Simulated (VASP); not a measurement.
# Sn5H (F-43m) in VASP: notebook

The runs below take Sn5H through single point, relaxation of cell and atoms, with PBE.

Everything below comes from runs of VASP 6.6.1. Logs are shortened: lines on timing, memory, paths and dates and some standing lists are left out, and cuts for length are marked.

## (1) The cell of the first run

It takes space group F-43m (No. 216, cubic). The conventional cell has a = 10.886 Å, b = 10.886 Å, c = 10.886 Å, α = 90.00°, β = 90.00°, γ = 90.00°. Within 3.8 Å of Sn (site symmetry -43m) lie 4 Sn at 2.89 Å. Sn (site symmetry 3m) has 4 Sn at 2.89 to 2.99 Å within 3.8 Å.

The cell was built from a structure type or drawn by symmetry, and may not be a known phase.

## (2) Single point, PBE

File INCAR:

```
PREC = Accurate
ENCUT = 520
EDIFF = 1E-6
ISMEAR = 0
SIGMA = 0.2
LREAL = False
LASPH = True
NELM = 60
ALGO = Normal
ISIF = 2
LWAVE = False
LCHARG = False
GGA = PE
NBANDS = 44
```

File KPOINTS:

```
regular mesh
0
Gamma
  4 4 4
```

File POSCAR:

```
Sn5H
1.0
    0.0000000000      5.4429047148      5.4429047148
    5.4429047148      0.0000000000      5.4429047148
    5.4429047148      5.4429047148      0.0000000000
Sn H
5 1
Direct
    0.2500000000      0.2500000000      0.2500000000
    0.0969873521      0.0969873521      0.0969873521
    0.0969873521      0.0969873521      0.7090379436
    0.0969873521      0.7090379436      0.0969873521
    0.7090379436      0.0969873521      0.0969873521
    0.5000000000      0.5000000000      0.5000000000
```

Potentials or basis: VASP PAW PBE potentials, release 64 (Sn_d, H).

Launch:

```bash
$ cat potpaw_PBE.64/Sn_d/POTCAR potpaw_PBE.64/H/POTCAR > POTCAR
$ mpirun -np 1 vasp_std > vasp.out
```

OUTCAR:

```text
PREC = Accurate
   ENCUT = 520
   EDIFF = 1E-6
   ISMEAR = 0
   LREAL = False
   LASPH = True
   NELM = 60
   ISIF = 2
   GGA = PE

 ion  position               nearest neighbor table
   1  0.250  0.250  0.250-   3 2.89   4 2.89   5 2.89   2 2.89
   2  0.097  0.097  0.097-   1 2.89   3 2.99   4 2.99   5 2.99
   3  0.097  0.097  0.709-   1 2.89   2 2.99   4 2.99   5 2.99
   4  0.097  0.709  0.097-   1 2.89   2 2.99   3 2.99   5 2.99
   5  0.709  0.097  0.097-   1 2.89   2 2.99   3 2.99   4 2.99
   6  0.500  0.500  0.500-

  LATTYP: Found a face centered cubic cell.
 ALAT       =    10.8858094296

  Lattice vectors:

 A1 = (   0.0000000000,   5.4429047148,   5.4429047148)
 A2 = (   5.4429047148,   0.0000000000,   5.4429047148)
 A3 = (   5.4429047148,   5.4429047148,   0.0000000000)

Analysis of symmetry for initial positions (statically):
=====================================================================
 Subroutine PRICEL returns:
 Original cell was already a primitive cell.

 Routine SETGRP: Setting up the symmetry group for a
 face centered cubic supercell.

 Subroutine GETGRP returns: Found 24 space group operations
 (whereof 24 operations were pure point group operations)
 out of a pool of 48 trial point group operations.

The static configuration has the point symmetry T_d .

Analysis of symmetry for dynamics (positions and initial velocities):
=====================================================================
 Subroutine PRICEL returns:
 Original cell was already a primitive cell.

 Routine SETGRP: Setting up the symmetry group for a
 face centered cubic supercell.

 Subroutine GETGRP returns: Found 24 space group operations
 (whereof 24 operations were pure point group operations)
 out of a pool of 48 trial point group operations.

The dynamic configuration has the point symmetry T_d .

 Subroutine INISYM returns: Found 24 space group operations
 (whereof 24 operations are pure point group operations),
 and found     1 'primitive' translations

----------------------------------------------------------------------------------------

                                     Primitive cell

  volume of cell :     322.4944

  direct lattice vectors                    reciprocal lattice vectors
     0.000000000  5.442904715  5.442904715    -0.091862714  0.091862714  0.091862714
     5.442904715  0.000000000  5.442904715     0.091862714 -0.091862714  0.091862714
     5.442904715  5.442904715  0.000000000     0.091862714  0.091862714 -0.091862714

  length of vectors
     7.697429666  7.697429666  7.697429666     0.159110888  0.159110888  0.159110888

  position of ions in fractional coordinates (direct lattice)
     0.250000000  0.250000000  0.250000000
     0.096987352  0.096987352  0.096987352
     0.096987352  0.096987352  0.709037944
     0.096987352  0.709037944  0.096987352
     0.709037944  0.096987352  0.096987352
     0.500000000  0.500000000  0.500000000

  ion indices of the primitive-cell ions
   primitive index   ion index
                 1           1
                 2           2
                 3           3
                 4           4
                 5           5
                 6           6

----------------------------------------------------------------------------------------

 KPOINTS: regular mesh

Automatic generation of k-mesh.
 Grid dimensions read from file:
 generate k-points for:    4    4    4

 Generating k-lattice:

  Cartesian coordinates                     Fractional coordinates (reciprocal lattice)
    -0.022965679  0.022965679  0.022965679     0.250000000  0.000000000  0.000000000
     0.022965679 -0.022965679  0.022965679     0.000000000  0.250000000  0.000000000
     0.022965679  0.022965679 -0.022965679     0.000000000  0.000000000  0.250000000

  Length of vectors
     0.039777722  0.039777722  0.039777722

  Shift w.r.t. Gamma in fractional coordinates (k-lattice)
     0.000000000  0.000000000  0.000000000

 Subroutine IBZKPT returns following result:
 ===========================================

 Found      8 irreducible k-points:

 Following reciprocal coordinates:
            Coordinates               Weight
  0.000000  0.000000  0.000000      1.000000
  0.250000  0.000000  0.000000      8.000000
  0.500000  0.000000  0.000000      4.000000
  0.250000  0.250000  0.000000      6.000000
  0.500000  0.250000  0.000000     24.000000
 -0.250000  0.250000  0.000000     12.000000
  0.500000  0.500000  0.000000      3.000000
 -0.250000  0.500000  0.250000      6.000000
   k-points           NKPTS =      8   k-points in BZ     NKDIM =      8   number of bands    NBANDS=     44
   number of dos      NEDOS =    301   number of ions     NIONS =      6
   total plane-waves  NPLWV = 216000
   dimension x,y,z NGX =    60 NGY =   60 NGZ =   60
   dimension x,y,z NGXF=   120 NGYF=  120 NGZF=  120
   ions per type =               5   1
   NGX,Y,Z   is equivalent  to a cutoff of  12.96, 12.96, 12.96 a.u.
   NGXF,Y,Z  is equivalent  to a cutoff of  25.92, 25.92, 25.92 a.u.
 SYSTEM =  unknown system
   PREC   = accura    normal or accurate (medium, high low for compatibility)
   ISTART =      0    job   : 0-new  1-cont  2-samecut
   ICHARG =      2    charge: 1-file 2-atom 10-const
   ISPIN  =      1    spin polarized calculation?
   LNONCOLLINEAR =      F non collinear calculations
   LSORBIT =      F    spin-orbit coupling
   LASPH  =      T    aspherical Exc in radial PAW
   ENCUT  =  520.0 eV  38.22 Ry    6.18 a.u.  14.31 14.31 14.31*2*pi/ulx,y,z
   NELM   =     60;   NELMIN=  2; NELMDL= -5     # of ELM steps
   EDIFF  = 0.1E-05   stopping-criterion for ELM
   LREAL  =      F    real-space projection
   EDIFFG = 0.1E-04   stopping-criterion for IOM
   NSW    =      0    number of steps for IOM
   IBRION =     -1    ionic relax: 0-MD 1-quasi-New 2-CG
   NFREE  =      0    steps in history (QN), initial steepest desc. (CG)
   ISIF   =      2    stress and relaxation
   ISYM   =      2    0-nonsym 1-usesym 2-fastsym
   POTIM  = 0.5000    time-step for ionic-motion
   TEBEG  =    0.0;   TEEND  =   0.0 temperature during run
   PSTRESS=    0.0 pullay stress
   NELECT =      71.0000    total number of electrons
   NUPDOWN=      -1.0000    fix difference up-down
   EMIN   =  10.00;   EMAX   =-10.00  energy-range for DOS
   EFERMI =   0.00;   METHOD = LEGACY
   ISMEAR =     0;   SIGMA  =   0.20  broadening in eV -4-tet -1-fermi 0-gaus
   EFERMI_NEDOS =   21; number of points for ismear=-14 and -15
   IALGO  =     38    algorithm
   IMIX   =      4    mixing-type and parameters
     AMIX     =   0.40;   BMIX     =  1.00
     AMIX_MAG =   1.60;   BMIX_MAG =  1.00
  volume/ion in A,a.u.               =      53.75       362.72
  Fermi-wavevector in a.u.,A,eV,Ry     =   0.988523  1.868038 13.295316  0.977178
  Thomas-Fermi vector in A             =   2.120056
   LORBIT       =      0    0 simple, 1 ext, 2 COOP (PROOUT), +10 PAW based schemes
   GGA     = PE    functional components
   LHFCALC =     F    Hartree Fock is set to
   AEXX    =    0.0000 exact exchange contribution
   IVDW    =     0    specifies the selected vdW correction
   LEPSILON=     F    determine dielectric tensor
   LRPA    =     F    only Hartree local field effects (RPA)
 non-spin polarized calculation
 Gauss-broadening in eV      SIGMA  =   0.20
  energy-cutoff  :      520.00
  volume of cell :      322.49
 maximum number of plane-waves:      8728
 NGX is ok and might be reduce to    60
   NGX = 29   NGY = 29   NGZ = 29

 number of electron      71.0000000 magnetization

 Free energy of the ion-electron system (eV)
  ---------------------------------------------------
  ext. energy  EPLUGINS =         0.00000000
  ---------------------------------------------------
  free energy    TOTEN  =       -16.59535989 eV

  energy without entropy =      -16.38121543  energy(sigma->0) =      -16.48828766

 E-fermi :   0.7304     XC(G=0):  -6.2031

 val. band max:        0.7293144365   @ k =   0.5000   0.0000   0.0000
 cond. band min:       0.7897332799   @ k =  -0.2500   0.2500   0.0000
 fundamental gap:      0.0604188434
 Fermi energy:         0.7304291209

 k-point     1 :       0.0000    0.0000    0.0000
  band No.  band energies     occupation
      1     -21.0658      2.00000
      2     -21.0658      2.00000
      3     -21.0658      2.00000
      4     -21.0080      2.00000
      5     -21.0080      2.00000
      6     -20.9111      2.00000
[... 36 lines left out ...]
     43       4.2561      0.00000
     44       4.7778      0.00000

 k-point     2 :       0.2500    0.0000    0.0000
  band No.  band energies     occupation
      1     -21.0934      2.00000
      2     -21.0678      2.00000
      3     -21.0678      2.00000
      4     -21.0053      2.00000
      5     -21.0053      2.00000
      6     -20.8735      2.00000
[... 36 lines left out ...]
     43       4.2723      0.00000
     44       4.8673      0.00000

 k-point     3 :       0.5000    0.0000    0.0000
  band No.  band energies     occupation
      1     -21.1135      2.00000
      2     -21.0697      2.00000
      3     -21.0697      2.00000
      4     -21.0026      2.00000
      5     -21.0026      2.00000
      6     -20.8544      2.00000
[... 36 lines left out ...]
     43       4.2889      0.00000
     44       5.0031      0.00000

 k-point     4 :       0.2500    0.2500    0.0000
  band No.  band energies     occupation
      1     -21.0980      2.00000
      2     -21.0704      2.00000
      3     -21.0704      2.00000
      4     -21.0080      2.00000
      5     -21.0008      2.00000
      6     -20.8550      2.00000
[... 36 lines left out ...]
     43       4.1367      0.00000
     44       4.9394      0.00000

 k-point     5 :       0.5000    0.2500    0.0000
  band No.  band energies     occupation
      1     -21.1156      2.00000
      2     -21.0750      2.00000
      3     -21.0724      2.00000
      4     -21.0047      2.00000
      5     -20.9977      2.00000
      6     -20.8312      2.00000
[... 36 lines left out ...]
     43       4.1758      0.00000
     44       5.2249      0.00000

 k-point     6 :      -0.2500    0.2500    0.0000
  band No.  band energies     occupation
      1     -21.1106      2.00000
      2     -21.0747      2.00000
      3     -21.0700      2.00000
      4     -21.0023      2.00000
      5     -21.0019      2.00000
      6     -20.8416      2.00000
[... 36 lines left out ...]
     43       4.1708      0.00000
     44       5.1071      0.00000

 k-point     7 :       0.5000    0.5000    0.0000
  band No.  band energies     occupation
      1     -21.1204      2.00000
      2     -21.0748      2.00000
      3     -21.0748      2.00000
      4     -21.0082      2.00000
      5     -20.9928      2.00000
      6     -20.8321      2.00000
[... 36 lines left out ...]
     43       4.1925      0.00000
     44       4.5208      0.00000

 k-point     8 :      -0.2500    0.5000    0.2500
  band No.  band energies     occupation
      1     -21.1195      2.00000
      2     -21.0762      2.00000
      3     -21.0756      2.00000
      4     -21.0025      2.00000
      5     -20.9970      2.00000
      6     -20.8254      2.00000
[... 36 lines left out ...]
     43       4.7909      0.00000
     44       5.2547      0.00000

------------------------ aborting loop because EDIFF is reached ----------------------------------------

  FORCE on cell =-STRESS in cart. coord.  units (eV):
  Direction    XX          YY          ZZ          XY          YZ          ZX
  --------------------------------------------------------------------------------------
  -------------------------------------------------------------------------------------
  Total       -0.5535226     -0.5535226     -0.5535226      0.0000000      0.0000000      0.0000000
  in kB       -2.7499436     -2.7499436     -2.7499436      0.0000000      0.0000000      0.0000000
  external PRESSURE =      -2.7499436 kB  Pullay stress =       0.0000000 kB

 VOLUME and BASIS-vectors are now :
 -----------------------------------------------------------------------------
  energy-cutoff  :      520.00
  volume of cell :      322.49
      direct lattice vectors                 reciprocal lattice vectors
     0.000000000  5.442904715  5.442904715    -0.091862714  0.091862714  0.091862714
     5.442904715  0.000000000  5.442904715     0.091862714 -0.091862714  0.091862714
     5.442904715  5.442904715  0.000000000     0.091862714  0.091862714 -0.091862714

 POSITION                                       TOTAL-FORCE (eV/Angst)
 -----------------------------------------------------------------------------------
      2.72145      2.72145      2.72145        -0.000000     -0.000000     -0.000000
      1.05579      1.05579      1.05579         0.022600      0.022600      0.022600
      4.38712      4.38712      1.05579        -0.022600     -0.022600      0.022600
      4.38712      1.05579      4.38712        -0.022600      0.022600     -0.022600
      1.05579      4.38712      4.38712         0.022600     -0.022600     -0.022600
      5.44290      5.44290      5.44290        -0.000000     -0.000000     -0.000000
 -----------------------------------------------------------------------------------
    total drift:                                0.000001      0.000001      0.000001

  FREE ENERGIE OF THE ION-ELECTRON SYSTEM (eV)
  ---------------------------------------------------
  free  energy   TOTEN  =       -16.5953598902 eV

  energy  without entropy=      -16.3812154315  energy(sigma->0) =      -16.48828766
```

It took 2.7 min on 1 thread of Intel Xeon Platinum 8488C (Sapphire Rapids), shared host; peak memory 0.53 GiB.

Results:

```
Free energy            : -16.5954 eV
Pressure               : -0.3 GPa
Largest force          : 0.039 eV/Å
Band gap on the k mesh : zero (an odd number of electrons rules out a gap without spin polarisation)
```

Forces on the atoms (eV/Å):
```
Sn   0.000  0.000  0.000
Sn   0.023  0.023  0.023
Sn  -0.023 -0.023  0.023
Sn  -0.023  0.023 -0.023
Sn   0.023 -0.023 -0.023
H    0.000  0.000  0.000
```

Caveat: spin-orbit coupling is left out, which moves the levels of the heavy elements.

## (3) Relaxation of cell and atoms, PBE

This run uses another cell than the first one, of 23.86 Å³/atom.

File INCAR:

```
SYSTEM = Sn5H
ALGO     = Normal         ! electronic algorithm
EDIFF    = 1E-6           ! SCF threshold, eV
EDIFFG   = -0.08          ! ionic threshold
ENCUT    = 600            ! plane-wave cutoff, eV
GGA      = PE             ! functional
IBRION   = 2              ! ionic algorithm
ISIF     = 3              ! what is computed and relaxed
ISMEAR   = 0              ! smearing method
LASPH    = .TRUE.         ! aspherical terms in the spheres
LCHARG   = .FALSE.        ! write CHGCAR
LREAL    = .FALSE.        ! projectors in reciprocal space
LWAVE    = .FALSE.        ! write WAVECAR
NELM     = 80             ! most SCF steps
NSW      = 36             ! ionic steps
PREC     = Accurate       ! precision mode
SIGMA    = 0.2            ! smearing width, eV
```

File KPOINTS:

```
k-points
0
G
  4 4 4
  0 0 0
```

File POSCAR:

```
Sn5H
1.0
    0.0000000000      4.1521352400      4.1521352400
    4.1521352400      0.0000000000      4.1521352400
    4.1521352400      4.1521352400      0.0000000000
Sn H
5 1
Direct
    0.2500000000      0.2500000000      0.2500000000
    0.0910350800      0.0910350800      0.0910350800
    0.0910350800      0.0910350800      0.7268947500
    0.0910350800      0.7268947500      0.0910350800
    0.7268947500      0.0910350800      0.0910350800
    0.5000000000      0.5000000000      0.5000000000
```

Potentials or basis: VASP PAW PBE potentials, release 64 (Sn_d, H).

Launch:

```bash
$ cat potpaw_PBE.64/Sn_d/POTCAR potpaw_PBE.64/H/POTCAR > POTCAR
$ mpirun -np 1 vasp_std > vasp.out
```

It took 31 min on 1 thread of Intel Xeon Platinum 8488C (Sapphire Rapids), shared host; peak memory 0.36 GiB.

Results (log left out):

- Free energy: -16.5304 eV
- Relaxed volume: 51.54 Å³/atom
- Relaxed cell: a = 7.591 Å, b = 7.591 Å, c = 7.591 Å, α = 60.00°, β = 60.00°, γ = 60.00°
- Space group after relaxing (to 0.1 Å): F-43m (No. 216)
- Pressure after relaxing: 0.0 GPa
- Largest force after relaxing: 0.049 eV/Å
- Band gap on the k mesh: zero (an odd number of electrons rules out a gap without spin polarisation)

Forces on the atoms (eV/Å):
```
Sn   0.000  0.000  0.000
Sn  -0.028 -0.028 -0.028
Sn   0.028  0.028 -0.028
Sn   0.028 -0.028  0.028
Sn  -0.028  0.028  0.028
H    0.000  0.000  0.000
```

Final structure:
```cif
data_structure
_symmetry_space_group_name_H-M 'P 1'
_symmetry_Int_Tables_number 1
_cell_length_a 7.5906
_cell_length_b 7.5906
_cell_length_c 7.5906
_cell_angle_alpha 60.000
_cell_angle_beta 60.000
_cell_angle_gamma 60.000
_cell_volume 309.25
loop_
_atom_site_label
_atom_site_type_symbol
_atom_site_fract_x
_atom_site_fract_y
_atom_site_fract_z
_atom_site_occupancy
Sn1 Sn 0.25000 0.25000 0.25000 1
Sn2 Sn 0.09770 0.09770 0.09770 1
Sn3 Sn 0.09770 0.09770 0.70691 1
Sn4 Sn 0.09770 0.70691 0.09770 1
Sn5 Sn 0.70691 0.09770 0.09770 1
H1 H 0.50000 0.50000 0.50000 1
```

Levels at points of the mesh, in eV from the Fermi level:
```tsv
k point	band 32	band 33	band 34	band 35	band 36	band 37	band 38	band 39	band 40	band 41
(0.00, 0.00, 0.00)	-2.37	-2.37	-0.51	-0.33	-0.33	0.99	2.72	2.72	2.72	3.60
(0.50, 0.00, 0.00)	-1.97	-1.97	-0.66	-0.09	-0.09	0.02	1.10	1.10	2.39	3.37
(0.50, 0.50, 0.00)	-1.32	-1.32	-0.85	-0.25	0.17	0.25	0.45	0.45	2.04	3.45
```

Caveat: the volume moved by over 15 % at a fixed basis, so the end points are rough; spin-orbit coupling is left out, which moves the levels of the heavy elements; the relaxation stopped at a loose force limit of 0.08 eV/Å, so its end isn't a converged minimum.
